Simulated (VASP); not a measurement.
# AlCo3 (Pm-3m) in VASP: a series of runs

The runs below take AlCo3 through single point, with PBEsol.

Program: VASP 6.6.1. These are calculated values, not measurements. Logs are shortened: lines on timing, memory, paths and dates and some standing lists are left out, and cuts for length are marked.

### Step 1. The cell of the first run

It takes space group Pm-3m (No. 221, cubic). Conventional cell: a = 3.564 Å, b = 3.564 Å, c = 3.564 Å, α = 90.00°, β = 90.00°, γ = 90.00°. Al (site symmetry m-3m) has 12 Co at 2.52 Å within 3.3 Å. Co (site symmetry 4/mmm) has 4 Al at 2.52 Å and 8 Co at 2.52 Å within 3.3 Å.

### Step 2. Single point, PBEsol, collinear spin, ferromagnetic start (volume scaled by 1.03)

INCAR

```
SYSTEM = AlCo3
PREC = Accurate
ENCUT = 520
EDIFF = 1E-6
ISMEAR = 0
SIGMA = 0.1
LREAL = .False.
LASPH = .True.
NELM = 150
ALGO = Normal
ISIF = 2
LWAVE = .False.
LCHARG = .False.
ISPIN = 2
MAGMOM = 0 1.45 1.45 1.45
LORBIT = 11
LMAXMIX = 4
GGA = PS
NBANDS = 27
```

KPOINTS

```
regular mesh
0
Gamma
  12 12 12
  0 0 0
```

POSCAR

```
AlCo3
1.0
    3.5642642220      0.0000000000      0.0000000000
    0.0000000000      3.5642642220      0.0000000000
    0.0000000000      0.0000000000      3.5642642220
Al Co
1 3
Direct
    0.0000000000      0.0000000000      0.0000000000
    0.5000000000      0.5000000000      0.0000000000
    0.5000000000      0.0000000000      0.5000000000
    0.0000000000      0.5000000000      0.5000000000
```

Potentials or basis: VASP PAW PBE potentials, release 64 (Al, Co).

Run with:

```sh
$ cat potpaw_PBE.64/Al/POTCAR potpaw_PBE.64/Co/POTCAR > POTCAR
$ mpirun -np 1 vasp_std > vasp.out
```

OUTCAR:

```text
SYSTEM = AlCo3
   PREC = Accurate
   ENCUT = 520
   EDIFF = 1E-6
   ISMEAR = 0
   LREAL = .False.
   LASPH = .True.
   NELM = 150
   ISIF = 2
   ISPIN = 2
   LORBIT = 11
   GGA = PS

 ion  position               nearest neighbor table
   1  0.000  0.000  0.000-   2 2.52   3 2.52   4 2.52   3 2.52   4 2.52   2 2.52   4 2.52   4 2.52
                             2 2.52   3 2.52   3 2.52   2 2.52
   2  0.500  0.500  0.000-   1 2.52   3 2.52   4 2.52   3 2.52   4 2.52   1 2.52   3 2.52   3 2.52
                             1 2.52   4 2.52   4 2.52   1 2.52
   3  0.500  0.000  0.500-   1 2.52   2 2.52   4 2.52   1 2.52   2 2.52   2 2.52   4 2.52   2 2.52
                             1 2.52   4 2.52   1 2.52   4 2.52
   4  0.000  0.500  0.500-   1 2.52   2 2.52   3 2.52   1 2.52   2 2.52   1 2.52   3 2.52   1 2.52
                             2 2.52   3 2.52   2 2.52   3 2.52

  LATTYP: Found a simple cubic cell.
 ALAT       =     3.5642642220

  Lattice vectors:

 A1 = (   3.5642642220,   0.0000000000,   0.0000000000)
 A2 = (   0.0000000000,   3.5642642220,   0.0000000000)
 A3 = (   0.0000000000,   0.0000000000,   3.5642642220)

Analysis of symmetry for initial positions (statically):
=====================================================================
 Subroutine PRICEL returns:
 Original cell was already a primitive cell.

 Routine SETGRP: Setting up the symmetry group for a
 simple cubic supercell.

 Subroutine GETGRP returns: Found 48 space group operations
 (whereof 48 operations were pure point group operations)
 out of a pool of 48 trial point group operations.

The static configuration has the point symmetry O_h .

Analysis of symmetry for dynamics (positions and initial velocities):
=====================================================================
 Subroutine PRICEL returns:
 Original cell was already a primitive cell.

 Routine SETGRP: Setting up the symmetry group for a
 simple cubic supercell.

 Subroutine GETGRP returns: Found 48 space group operations
 (whereof 48 operations were pure point group operations)
 out of a pool of 48 trial point group operations.

The dynamic configuration has the point symmetry O_h .

Analysis of structural, dynamic, and magnetic symmetry:
=====================================================================
 Subroutine PRICEL returns:
 Original cell was already a primitive cell.

 Routine SETGRP: Setting up the symmetry group for a
 simple cubic supercell.

 Subroutine GETGRP returns: Found 48 space group operations
 (whereof 48 operations were pure point group operations)
 out of a pool of 48 trial point group operations.

The overall configuration has the point symmetry O_h .

 Subroutine INISYM returns: Found 48 space group operations
 (whereof 48 operations are pure point group operations),
[... 127 lines left out ...]
   AEXX    =    0.0000 exact exchange contribution
   IVDW    =     0    specifies the selected vdW correction
   LEPSILON=     F    determine dielectric tensor
   LRPA    =     F    only Hartree local field effects (RPA)
 spin polarized calculation
 Gauss-broadening in eV      SIGMA  =   0.10
  energy-cutoff  :      520.00
  volume of cell :       45.28
 maximum number of plane-waves:      1240
 NGX is ok and might be reduce to    28
   NGX = 13   NGY = 13   NGZ = 13

 number of electron      30.0000026 magnetization       3.8380343

 Free energy of the ion-electron system (eV)
  ---------------------------------------------------
  ext. energy  EPLUGINS =         0.00000000
  ---------------------------------------------------
  free energy    TOTEN  =       -28.01103172 eV

  energy without entropy =      -27.97802361  energy(sigma->0) =      -27.99452767

 E-fermi :  10.0210     XC(G=0): -12.9110

 val. band max:       10.0207949176   @ k =   0.4167   0.1667   0.1667
 cond. band min:      10.0262356213   @ k =   0.5000   0.0833   0.0000
 fundamental gap:      0.0054407037
 Fermi energy:        10.0210268913

 spin component 1

 k-point     1 :       0.0000    0.0000    0.0000
  band No.  band energies     occupation
      1       0.0010      1.00000
      2       4.9886      1.00000
      3       5.9521      1.00000
      4       5.9521      1.00000
      5       6.3018      1.00000
      6       6.3018      1.00000
[... 709 lines left out ...]
     26      23.0035      0.00000
     27      23.3491      0.00000

 [... further k-points ...]

 spin component 2

 k-point     1 :       0.0000    0.0000    0.0000
  band No.  band energies     occupation
      1       0.0450      1.00000
      2       5.9588      1.00000
      3       6.8190      1.00000
      4       6.8190      1.00000
      5       7.3047      1.00000
      6       7.3047      1.00000
[... 709 lines left out ...]
     26      23.3960      0.00000
     27      23.4154      0.00000

 [... further k-points ...]
[... 5 lines left out ...]
  --------------------------------------------------------------------------------------
  -------------------------------------------------------------------------------------
  Total       -1.7061564     -1.7061564     -1.7061564     -0.0000000     -0.0000000      0.0000000
  in kB      -60.3698014    -60.3698014    -60.3698014     -0.0000000     -0.0000000      0.0000000
  external PRESSURE =     -60.3698014 kB  Pullay stress =       0.0000000 kB

 VOLUME and BASIS-vectors are now :
 -----------------------------------------------------------------------------
  energy-cutoff  :      520.00
  volume of cell :       45.28
      direct lattice vectors                 reciprocal lattice vectors
     3.564264222  0.000000000  0.000000000     0.280562814  0.000000000  0.000000000
     0.000000000  3.564264222  0.000000000     0.000000000  0.280562814  0.000000000
     0.000000000  0.000000000  3.564264222     0.000000000  0.000000000  0.280562814

 POSITION                                       TOTAL-FORCE (eV/Angst)
 -----------------------------------------------------------------------------------
      0.00000      0.00000      0.00000         0.000000      0.000000      0.000000
      1.78213      1.78213      0.00000         0.000000      0.000000      0.000000
      1.78213      0.00000      1.78213         0.000000      0.000000      0.000000
      0.00000      1.78213      1.78213         0.000000      0.000000      0.000000
 -----------------------------------------------------------------------------------
    total drift:                                0.000000      0.000000      0.000000

  FREE ENERGIE OF THE ION-ELECTRON SYSTEM (eV)
  ---------------------------------------------------
  free  energy   TOTEN  =       -28.0110317237 eV

  energy  without entropy=      -27.9780236109  energy(sigma->0) =      -27.99452767

 total charge

# of ion       s       p       d       tot
------------------------------------------
    1        0.409   0.417   0.000   0.826
    2        0.476   0.517   7.321   8.314
    3        0.476   0.517   7.321   8.314
    4        0.476   0.517   7.321   8.314
--------------------------------------------------
tot          1.836   1.969  21.963  25.768

 magnetization (x)

# of ion       s       p       d       tot
------------------------------------------
    1       -0.002  -0.037   0.000  -0.039
    2       -0.002  -0.003   1.317   1.312
    3       -0.002  -0.003   1.317   1.312
    4       -0.002  -0.003   1.317   1.312
--------------------------------------------------
tot         -0.008  -0.044   3.950   3.898
```

OSZICAR:

```text
N       E                     dE             d eps       ncg     rms          rms(c)
DAV:   1     0.176350049861E+03    0.17635E+03   -0.12268E+04  9152   0.132E+03
DAV:   2    -0.229349268767E+02   -0.19928E+03   -0.18394E+03  9087   0.275E+02
DAV:   3    -0.329724908207E+02   -0.10038E+02   -0.94107E+01  9946   0.804E+01
DAV:   4    -0.331651004897E+02   -0.19261E+00   -0.19230E+00 10877   0.103E+01
DAV:   5    -0.331727982486E+02   -0.76978E-02   -0.76970E-02 11766   0.178E+00    0.210E+01
DAV:   6    -0.327479164986E+02    0.42488E+00   -0.41861E+01 10591   0.104E+02    0.186E+01
DAV:   7    -0.280447828432E+02    0.47031E+01   -0.13440E+01 10745   0.555E+01    0.375E+00
DAV:   8    -0.280140151143E+02    0.30768E-01   -0.23581E-01 10744   0.383E+00    0.242E+00
DAV:   9    -0.280146836529E+02   -0.66854E-03   -0.23471E-02 12778   0.168E+00    0.134E+00
DAV:  10    -0.280088868987E+02    0.57968E-02   -0.22141E-02 11726   0.196E+00    0.774E-01
DAV:  11    -0.280115569855E+02   -0.26701E-02   -0.48453E-03 10841   0.820E-01    0.220E-01
DAV:  12    -0.280111435737E+02    0.41341E-03   -0.10947E-03 13962   0.215E-01    0.102E-01
DAV:  13    -0.280110540499E+02    0.89524E-04   -0.87795E-05 11954   0.121E-01    0.624E-02
DAV:  14    -0.280110362088E+02    0.17841E-04   -0.14183E-04 12797   0.956E-02    0.326E-02
DAV:  15    -0.280110309947E+02    0.52141E-05   -0.19715E-05 12438   0.685E-02    0.229E-02
DAV:  16    -0.280110317237E+02   -0.72904E-06   -0.23614E-06  6119   0.178E-02
   1 F= -.28011032E+02 E0= -.27994528E+02  d E =-.330081E-01  mag=     3.8412
```

It took 4.2 min on 1 thread of Intel Xeon Platinum 8488C (Sapphire Rapids), shared host; peak memory 0.27 GiB.

Results:

```
Free energy                                           : -28.0110 eV
Pressure                                              : -6.0 GPa
Net moment                                            : 3.84 μB per cell
Site moments                                          : Al -0.04; Co +1.31 μB
Valence electrons inside the program's atomic spheres : Al 0.83; Co 8.31
```

Levels at points of the mesh, in eV from the Fermi level:
Spin up:
| k point | band 14 | band 15 | band 16 | band 17 | band 18 | band 19 | band 20 | band 21 |
| --- | --- | --- | --- | --- | --- | --- | --- | --- |
| (0.00, 0.00, 0.00) | -0.17 | -0.17 | -0.17 | 0.81 | 0.81 | 0.81 | 6.74 | 6.74 |
| (0.50, 0.00, 0.00) | -1.44 | -1.37 | -0.93 | -0.16 | 5.56 | 5.56 | 5.61 | 5.61 |
| (0.50, 0.50, 0.00) | -1.57 | -1.18 | -1.17 | -0.71 | 0.80 | 0.80 | 8.21 | 8.22 |
| (0.50, 0.50, 0.50) | -1.28 | -1.28 | -0.38 | -0.38 | -0.38 | -0.33 | 3.47 | 4.25 |
Spin down:
```tsv
k point	band 10	band 11	band 12	band 13	band 14	band 15	band 16	band 17
(0.00, 0.00, 0.00)	-0.42	0.59	0.59	0.84	0.84	0.84	1.02	1.20
(0.50, 0.00, 0.00)	-0.95	-0.82	-0.22	-0.22	-0.22	0.03	0.67	1.20
(0.50, 0.50, 0.00)	-1.20	-0.39	-0.38	-0.31	-0.31	0.09	0.11	0.24
(0.50, 0.50, 0.50)	-1.18	-0.33	-0.33	-0.33	-0.20	-0.05	-0.05	1.01
```

Caveat: the PAW data sets were made with another functional, which shifts forces and pressure a little.

### Step 3. Single point, PBEsol, collinear spin, ferromagnetic start (volume scaled by 1.06)

INCAR

```
PREC = Accurate
ENCUT = 520
EDIFF = 1E-6
ISMEAR = 0
SIGMA = 0.1
LREAL = F
LASPH = T
NELM = 150
ALGO = Fast
ISIF = 2
LWAVE = F
LCHARG = F
ISPIN = 2
MAGMOM = 0 1.45 1.45 1.45
LORBIT = 11
LMAXMIX = 4
GGA = PS
NBANDS = 27
```

KPOINTS

```
regular mesh
0
Gamma
  12 12 12
```

POSCAR

```
AlCo3
1.0
    3.5985380959      0.0000000000      0.0000000000
    0.0000000000      3.5985380959      0.0000000000
    0.0000000000      0.0000000000      3.5985380959
Al Co
1 3
Direct
    0.0000000000      0.0000000000      0.0000000000
    0.5000000000      0.5000000000      0.0000000000
    0.5000000000      0.0000000000      0.5000000000
    0.0000000000      0.5000000000      0.5000000000
```

Potentials or basis: VASP PAW PBE potentials, release 64 (Al, Co).

Run with:

```sh
$ cat potpaw_PBE.64/Al/POTCAR potpaw_PBE.64/Co/POTCAR > POTCAR
$ mpirun -np 1 vasp_std > vasp.out
```

OUTCAR:

```text
PREC = Accurate
   ENCUT = 520
   EDIFF = 1E-6
   ISMEAR = 0
   LREAL = F
   LASPH = T
   NELM = 150
   ISIF = 2
   ISPIN = 2
   LORBIT = 11
   GGA = PS

 ion  position               nearest neighbor table
   1  0.000  0.000  0.000-   2 2.54   3 2.54   4 2.54   3 2.54   4 2.54   2 2.54   4 2.54   4 2.54
                             2 2.54   3 2.54   3 2.54   2 2.54
   2  0.500  0.500  0.000-   1 2.54   3 2.54   4 2.54   3 2.54   4 2.54   1 2.54   3 2.54   3 2.54
                             1 2.54   4 2.54   4 2.54   1 2.54
[... 1678 lines left out ...]
     3.598538096  0.000000000  0.000000000     0.277890625  0.000000000  0.000000000
     0.000000000  3.598538096  0.000000000     0.000000000  0.277890625  0.000000000
     0.000000000  0.000000000  3.598538096     0.000000000  0.000000000  0.277890625

 POSITION                                       TOTAL-FORCE (eV/Angst)
 -----------------------------------------------------------------------------------
      0.00000      0.00000      0.00000         0.000000      0.000000      0.000000
      1.79927      1.79927      0.00000         0.000000      0.000000      0.000000
      1.79927      0.00000      1.79927         0.000000      0.000000      0.000000
      0.00000      1.79927      1.79927         0.000000      0.000000      0.000000
 -----------------------------------------------------------------------------------
    total drift:                                0.000000      0.000000      0.000000

  FREE ENERGIE OF THE ION-ELECTRON SYSTEM (eV)
  ---------------------------------------------------
  free  energy   TOTEN  =       -27.9407978163 eV

  energy  without entropy=      -27.9072038368  energy(sigma->0) =      -27.92400083

 total charge

# of ion       s       p       d       tot
------------------------------------------
    1        0.406   0.405   0.000   0.810
    2        0.464   0.494   7.303   8.261
    3        0.464   0.494   7.303   8.261
    4        0.464   0.494   7.303   8.261
--------------------------------------------------
tot          1.797   1.887  21.908  25.592

 magnetization (x)

# of ion       s       p       d       tot
------------------------------------------
    1       -0.002  -0.037   0.000  -0.039
    2       -0.002  -0.004   1.336   1.330
    3       -0.002  -0.004   1.336   1.330
    4       -0.002  -0.004   1.336   1.330
--------------------------------------------------
tot         -0.008  -0.049   4.007   3.950
```

stdout:

```text
POSCAR found type information on POSCAR AlCo
 POSCAR found :  2 types and       4 ions
 scaLAPACK will be used
 -----------------------------------------------------------------------------
|                                                                             |
|                                                                             |
|     You enforced a specific xc type in the INCAR file but a different       |
|     I HOPE YOU KNOW WHAT YOU ARE DOING!                                     |
|                                                                             |
 -----------------------------------------------------------------------------

 LDA part: xc-table for (Slater+PW92), standard interpolation
 POSCAR, INCAR and KPOINTS ok, starting setup
 FFT: planning ... GRIDC
 FFT: planning ... GRID_SOFT
 FFT: planning ... GRID
 WAVECAR not read
 entering main loop
```

Run time: 5.6 min. Hardware: 1 thread of Intel Xeon Platinum 8488C (Sapphire Rapids), shared host; peak memory 0.28 GiB.

Results:

```yaml
Free_energy: -27.9408 eV
Pressure: -11.0 GPa
Net_moment: 3.88 μB per cell
Site_moments: Al -0.04; Co +1.33 μB
Valence_electrons_inside_the_program's_atomic_spheres: Al 0.81; Co 8.26
```

Caveat: the PAW data sets were made with another functional, which shifts forces and pressure a little.
